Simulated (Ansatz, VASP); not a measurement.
Two plane-wave programs on Zn

```
CELL_PARAMETERS angstrom
2.73246 0.00000 0.00000
-1.36623 2.36638 0.00000
0.00000 0.00000 8.67838
ATOMIC_POSITIONS crystal
Zn 0.00000 0.00000 0.00000
Zn 0.33333 0.66667 0.25000
Zn 0.00000 0.00000 0.50000
Zn 0.66667 0.33333 0.75000
```

Alike in both runs: task relaxation of cell and atoms; functional PBEsol; k mesh 18 × 18 × 6; occupations gaussian, width 0.1 eV; no spin polarisation.

|  | VASP | Ansatz |
| --- | --- | --- |
| version | VASP 6.6.1 | Ansatz 0.2.0 |
| potentials or method | VASP PAW PBE potentials, release 64 (Zn), cutoff 600 eV | scalar-relativistic, plane waves, PAW |
| valence electrons in the cell | 48 | 48 |

|  | VASP | Ansatz | Ansatz less VASP |
| --- | --- | --- | --- |
| gap on the k mesh at the Fermi level, each at its own relaxed structure (eV) | none | none | - |
| relaxed volume (Å³/atom) | 14.37 | 14.05 | -0.318 |
| relaxed cell length with the largest relative difference (Å) | 9.861 | 9.086 | -0.7751 |

VASP's potentials were made for PBE, not for PBEsol. A gap of «none» marks a metal or a gap that the smearing closes. One of these differences is far larger than is usual between the two programs; its cause wasn't traced.
